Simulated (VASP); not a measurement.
# PbS (Immm) in VASP: further runs

PbS is run at these levels: r2SCAN; tasks: single point.

Everything below comes from runs of VASP 6.6.1. Logs are shortened: lines on timing, memory, paths and dates and some standing lists are left out, and cuts for length are marked.

### 1 The cell of the first run

Symmetry: Immm, No. 71, orthorhombic system. The conventional cell has a = 3.879 Å, b = 4.508 Å, c = 5.930 Å, α = 90.00°, β = 90.00°, γ = 90.00°. Pb (site symmetry mmm) has 6 S at 2.96 to 2.97 Å and 2 Pb at 3.88 Å within 3.9 Å. S (site symmetry mmm) has 6 Pb at 2.96 to 2.97 Å and 2 S at 3.88 Å within 3.9 Å.

### 2 Single point, r2SCAN (strain -0.1500 x Voigt [0, 0, 0, 1, 0, 0])

POSCAR reads:

```
PbS
1.0
    0.0000000000      2.7426250000      2.7426250000
    2.9650000000     -0.2223750000      2.9650000000
    2.9650000000      2.9650000000     -0.2223750000
Pb S
1 1
Direct
    0.0000000000      0.0000000000      0.0000000000
    0.5000000000      0.5000000000      0.5000000000
```

INCAR.step1 reads:

```
SYSTEM = PbS
PREC = Accurate
ENCUT = 520
ISMEAR = 0
SIGMA = 0.05
LREAL = .FALSE.
LASPH = .TRUE.
NELM = 100
NBANDS = 17
GGA = PE
ALGO = Normal
EDIFF = 1E-4
LWAVE = .TRUE.
LCHARG = .FALSE.
```

INCAR.step2 reads:

```
SYSTEM = PbS
PREC = Accurate
ENCUT = 520
EDIFF = 1E-6
ISMEAR = 0
SIGMA = 0.05
LREAL = .FALSE.
LASPH = .TRUE.
NELM = 100
ALGO = Normal
ISIF = 2
LWAVE = .FALSE.
LCHARG = .TRUE.
METAGGA = R2SCAN
LMIXTAU = .TRUE.
LELF = .TRUE.
LVHAR = .TRUE.
NBANDS = 17
ISTART = 1
```

KPOINTS reads:

```
Automatic mesh
0
G
  8 8 8
  0 0 0
```

Potentials or basis: VASP PAW PBE potentials, release 64 (Pb_d, S).

Started as:

```
$ cat potpaw_PBE.64/Pb_d/POTCAR potpaw_PBE.64/S/POTCAR > POTCAR
$ cp INCAR.step1 INCAR
$ mpirun -np 1 vasp_std > vasp.out
$ cp INCAR.step2 INCAR
$ mpirun -np 1 vasp_std > vasp.out
```

OUTCAR:

```text
SYSTEM = PbS
   PREC = Accurate
   ENCUT = 520
   EDIFF = 1E-6
   ISMEAR = 0
   LREAL = .FALSE.
   LASPH = .TRUE.
   NELM = 100
   ISIF = 2
   METAGGA = R2SCAN
   ISTART = 1

 ion  position               nearest neighbor table
   1  0.000  0.000  0.000-   2 2.96   2 2.96   2 2.97   2 2.97   2 2.97   2 2.97
   2  0.500  0.500  0.500-   1 2.96   1 2.96   1 2.97   1 2.97   1 2.97   1 2.97

  LATTYP: Found a body centered orthorhombic cell.
 ALAT       =     3.8786574715
 B/A-ratio  =     1.1621621622
 C/A-ratio  =     1.5288795269

  Lattice vectors:

 A1 = (  -2.9650000000,   0.2223750000,  -2.9650000000)
 A2 = (  -2.9650000000,  -0.2223750000,   2.9650000000)
 A3 = (   2.9650000000,   2.9650000000,  -0.2223750000)

Analysis of symmetry for initial positions (statically):
=====================================================================
 Subroutine PRICEL returns:
 Original cell was already a primitive cell.

 Routine SETGRP: Setting up the symmetry group for a
 body centered orthorhombic supercell.

 Subroutine GETGRP returns: Found  8 space group operations
 (whereof  8 operations were pure point group operations)
 out of a pool of  8 trial point group operations.

The static configuration has the point symmetry D_2h.

Analysis of symmetry for dynamics (positions and initial velocities):
=====================================================================
 Subroutine PRICEL returns:
 Original cell was already a primitive cell.

 Routine SETGRP: Setting up the symmetry group for a
 body centered orthorhombic supercell.

 Subroutine GETGRP returns: Found  8 space group operations
 (whereof  8 operations were pure point group operations)
 out of a pool of  8 trial point group operations.

The dynamic configuration has the point symmetry D_2h.

 Subroutine INISYM returns: Found  8 space group operations
 (whereof  8 operations are pure point group operations),
 and found     1 'primitive' translations

----------------------------------------------------------------------------------------

                                     Primitive cell

  volume of cell :      51.8387

  direct lattice vectors                    reciprocal lattice vectors
     0.000000000  2.742625000  2.742625000    -0.168634064  0.182307096  0.182307096
     2.965000000 -0.222375000  2.965000000     0.168634064 -0.156868897  0.156868897
     2.965000000  2.965000000 -0.222375000     0.168634064  0.156868897 -0.156868897

  length of vectors
     3.878657472  4.199035680  4.199035680     0.308073372  0.278663146  0.278663146

[... 82 lines left out ...]
   EDIFFG = 0.1E-04   stopping-criterion for IOM
   NSW    =      0    number of steps for IOM
   IBRION =     -1    ionic relax: 0-MD 1-quasi-New 2-CG
   NFREE  =      0    steps in history (QN), initial steepest desc. (CG)
   ISIF   =      2    stress and relaxation
   ISYM   =      2    0-nonsym 1-usesym 2-fastsym
   POTIM  = 0.5000    time-step for ionic-motion
   TEBEG  =    0.0;   TEEND  =   0.0 temperature during run
   PSTRESS=    0.0 pullay stress
   NELECT =      20.0000    total number of electrons
   NUPDOWN=      -1.0000    fix difference up-down
   EMIN   =  10.00;   EMAX   =-10.00  energy-range for DOS
   EFERMI =   0.00;   METHOD = LEGACY
   ISMEAR =     0;   SIGMA  =   0.05  broadening in eV -4-tet -1-fermi 0-gaus
   EFERMI_NEDOS =   21; number of points for ismear=-14 and -15
   IALGO  =     38    algorithm
   IMIX   =      4    mixing-type and parameters
     AMIX     =   0.40;   BMIX     =  1.00
     AMIX_MAG =   1.60;   BMIX_MAG =  1.00
  volume/ion in A,a.u.               =      25.92       174.91
  Fermi-wavevector in a.u.,A,eV,Ry     =   1.191791  2.252158 19.325247  1.420366
  Thomas-Fermi vector in A             =   2.327844
   LORBIT       =      0    0 simple, 1 ext, 2 COOP (PROOUT), +10 PAW based schemes
   METAGGA = R2SCAN    functional components
   LHFCALC =     F    Hartree Fock is set to
   AEXX    =    0.0000 exact exchange contribution
   IVDW    =     0    specifies the selected vdW correction
   LEPSILON=     F    determine dielectric tensor
   LRPA    =     F    only Hartree local field effects (RPA)
 non-spin polarized calculation
 Gauss-broadening in eV      SIGMA  =   0.05
  energy-cutoff  :      520.00
  volume of cell :       51.84
 maximum number of plane-waves:      1422
 NGX is ok and might be reduce to    30
   NGX = 15   NGY = 15   NGZ = 15

 number of electron      20.0000001 magnetization

 Free energy of the ion-electron system (eV)
  ---------------------------------------------------
  ext. energy  EPLUGINS =         0.00000000
  ---------------------------------------------------
  free energy    TOTEN  =       -65.53059888 eV

  energy without entropy =      -65.53059814  energy(sigma->0) =      -65.53059851

 E-fermi :   5.8981     XC(G=0): -10.2975

 val. band max:        5.7787336184   @ k =   0.5000   0.0000  -0.0000
 cond. band min:       6.0174927526   @ k =   0.0000   0.5000   0.0000
 fundamental gap:      0.2387591343
 Fermi energy:         5.8981131975

 k-point     1 :       0.0000    0.0000    0.0000
  band No.  band energies     occupation
      1     -11.7825      2.00000
      2     -11.7319      2.00000
      3     -11.7199      2.00000
      4     -11.7098      2.00000
      5     -11.6827      2.00000
      6      -8.4487      2.00000
[... 457 lines left out ...]
      4     -11.6858      2.00000
      5     -11.6723      2.00000
      6      -7.3601      2.00000
[... 9 lines left out ...]
     16      16.9777      0.00000
     17      17.0782      0.00000

 [... further k-points ...]

------------------------ aborting loop because EDIFF is reached ----------------------------------------

  FORCE on cell =-STRESS in cart. coord.  units (eV):
  Direction    XX          YY          ZZ          XY          YZ          ZX
  --------------------------------------------------------------------------------------
  -------------------------------------------------------------------------------------
  Total        0.2422186      0.4463430      0.4463430      0.0000000      0.9761710      0.0000000
  in kB        7.4862398     13.7951063     13.7951063      0.0000000     30.1704792      0.0000000
  external PRESSURE =      11.6921508 kB  Pullay stress =       0.0000000 kB

 VOLUME and BASIS-vectors are now :
 -----------------------------------------------------------------------------
  energy-cutoff  :      520.00
  volume of cell :       51.84
      direct lattice vectors                 reciprocal lattice vectors
     0.000000000  2.742625000  2.742625000    -0.168634064  0.182307096  0.182307096
     2.965000000 -0.222375000  2.965000000     0.168634064 -0.156868897  0.156868897
     2.965000000  2.965000000 -0.222375000     0.168634064  0.156868897 -0.156868897

 POSITION                                       TOTAL-FORCE (eV/Angst)
 -----------------------------------------------------------------------------------
      0.00000      0.00000      0.00000         0.000000      0.000000      0.000000
      2.96500      2.74262      2.74263         0.000000     -0.000000     -0.000000
 -----------------------------------------------------------------------------------
    total drift:                               -0.000000      0.000000      0.000000

  FREE ENERGIE OF THE ION-ELECTRON SYSTEM (eV)
  ---------------------------------------------------
  free  energy   TOTEN  =       -65.5305988797 eV

  energy  without entropy=      -65.5305981427  energy(sigma->0) =      -65.53059851
```

OSZICAR.step1:

```text
N       E                     dE             d eps       ncg     rms          rms(c)
DAV:   1     0.159988302640E+03    0.15999E+03   -0.96849E+03  3238   0.124E+03
DAV:   2     0.330192516244E+01   -0.15669E+03   -0.15070E+03  3447   0.317E+02
DAV:   3    -0.886629711031E+01   -0.12168E+02   -0.11929E+02  4154   0.927E+01
DAV:   4    -0.917637661152E+01   -0.31008E+00   -0.30967E+00  4211   0.160E+01
DAV:   5    -0.918735718506E+01   -0.10981E-01   -0.10980E-01  4716   0.295E+00    0.463E+00
DAV:   6    -0.868005947583E+01    0.50730E+00   -0.14459E+00  5111   0.820E+00    0.329E+00
DAV:   7    -0.867962113712E+01    0.43834E-03   -0.14520E-01  3877   0.192E+00    0.188E+00
DAV:   8    -0.868233090769E+01   -0.27098E-02   -0.15741E-02  3836   0.132E+00    0.224E-01
DAV:   9    -0.868195207423E+01    0.37883E-03   -0.30658E-03  5242   0.470E-01    0.905E-02
DAV:  10    -0.868211867024E+01   -0.16660E-03   -0.34198E-04  3595   0.112E-01    0.626E-02
DAV:  11    -0.868212254324E+01   -0.38730E-05   -0.62170E-05  2939   0.861E-02
   1 F= -.86821225E+01 E0= -.86821225E+01  d E =-.854329E-11
```

Run time: 4.9 min. Hardware: 1 thread of AMD EPYC 7R13 (Zen 3), shared host; peak memory 0.21 GiB.

Results:

```yaml
Free_energy: -65.5306 eV
Pressure: 1.2 GPa
Band_gap_on_the_k_mesh: zero (bands 10 and 11 overlap by 0.24 eV)
```

Levels at points of the mesh, in eV from the Fermi level:
```csv
k point,band 7,band 8,band 9,band 10,band 11,band 12,band 13,band 14
"(0.00, 0.00, 0.00)",-6.38,-2.97,-2.51,-1.82,5.25,5.56,5.69,6.10
"(0.50, 0.00, 0.00)",-8.96,-2.31,-2.13,-0.44,-0.12,1.53,2.00,9.10
"(0.00, 0.50, 0.00)",-9.55,-2.05,-1.61,0.12,0.70,2.40,2.88,8.68
"(0.50, 0.50, 0.00)",-7.45,-5.51,-3.73,-3.71,4.04,4.70,6.00,6.54
"(0.00, 0.50, 0.50)",-7.66,-5.53,-4.40,-2.92,4.33,5.83,6.04,6.16
```

Caveat: the cell differs from its parent crystal (strain -0.1500 x Voigt [0, 0, 0, 1, 0, 0]); semilocal functionals underestimate gaps, and a narrow one can read as zero; the PAW data sets were made with another functional, which shifts forces and pressure a little; spin-orbit coupling is left out, which moves the levels of the heavy elements.

### 3 Single point, r2SCAN (strain +0.1125 x Voigt [0, 0, 0, 1, 0, 0])

POSCAR reads:

```
PbS
1.0
    0.0000000000      3.1317812500      3.1317812500
    2.9650000000      0.1667812500      2.9650000000
    2.9650000000      2.9650000000      0.1667812500
Pb S
1 1
Direct
    0.0000000000      0.0000000000      0.0000000000
    0.5000000000      0.5000000000      0.5000000000
```

INCAR.step1 reads:

```
ALGO = Normal
EDIFF = 1E-4
ENCUT = 520
GGA = PE
ISMEAR = 0
LASPH = True
LCHARG = False
LREAL = False
LWAVE = True
NBANDS = 17
NELM = 100
PREC = Accurate
SIGMA = 0.05
```

INCAR.step2 reads:

```
ALGO = Normal
EDIFF = 1E-7
ENCUT = 520
ISIF = 2
ISMEAR = 0
ISTART = 1
LASPH = True
LCHARG = False
LMIXTAU = True
LREAL = False
LWAVE = False
METAGGA = R2SCAN
NBANDS = 17
NELM = 100
PREC = Accurate
SIGMA = 0.05
```

KPOINTS reads:

```
k-points
0
Gamma
  8 8 8
```

Potentials or basis: VASP PAW PBE potentials, release 64 (Pb_d, S).

Started as:

```
$ cat potpaw_PBE.64/Pb_d/POTCAR potpaw_PBE.64/S/POTCAR > POTCAR
$ cp INCAR.step1 INCAR
$ mpirun -np 1 vasp_std > vasp.out
$ cp INCAR.step2 INCAR
$ mpirun -np 1 vasp_std > vasp.out
```

Run time: 7.9 min. Hardware: 1 thread of AMD EPYC 7R13 (Zen 3), shared host; peak memory 0.22 GiB.

It converged, with:

```
Free energy            : -65.5636 eV
Pressure               : 1.2 GPa
Band gap on the k mesh : zero (bands 10 and 11 overlap by 0.02 eV)
```

Stress tensor (GPa, compression positive):
```
 1.01  0.00  0.00
 0.00  1.36 -2.24
 0.00 -2.24  1.36
```

Levels at points of the mesh, in eV from the Fermi level:
```
           k point  band 6  band 7  band 8  band 9  band 10  band 11  band 12  band 13  band 14  band 15
(0.00, 0.00, 0.00)  -14.42   -6.38   -2.92   -2.56    -2.07     5.25     5.41     5.53     6.23     7.05
(0.50, 0.00, 0.00)  -13.23   -9.54   -2.12   -1.81     0.01     0.61     2.23     2.57     8.96     9.03
(0.00, 0.50, 0.00)  -13.08   -9.11   -2.34   -2.18    -0.44    -0.01     1.57     1.92     9.02    10.03
(0.50, 0.50, 0.00)  -12.68   -7.54   -5.58   -3.81    -3.80     3.96     4.97     5.91     6.39    10.97
(0.00, 0.50, 0.50)  -12.70   -7.66   -5.60   -4.32    -3.22     4.12     5.78     5.91     6.03    11.62
```

Caveat: the cell differs from its parent crystal (strain +0.1125 x Voigt [0, 0, 0, 1, 0, 0]); semilocal functionals underestimate gaps, and a narrow one can read as zero; the PAW data sets were made with another functional, which shifts forces and pressure a little; spin-orbit coupling is left out, which moves the levels of the heavy elements.

The gap in the log of VASP goes by the Fermi energy; the results here count the filled bands.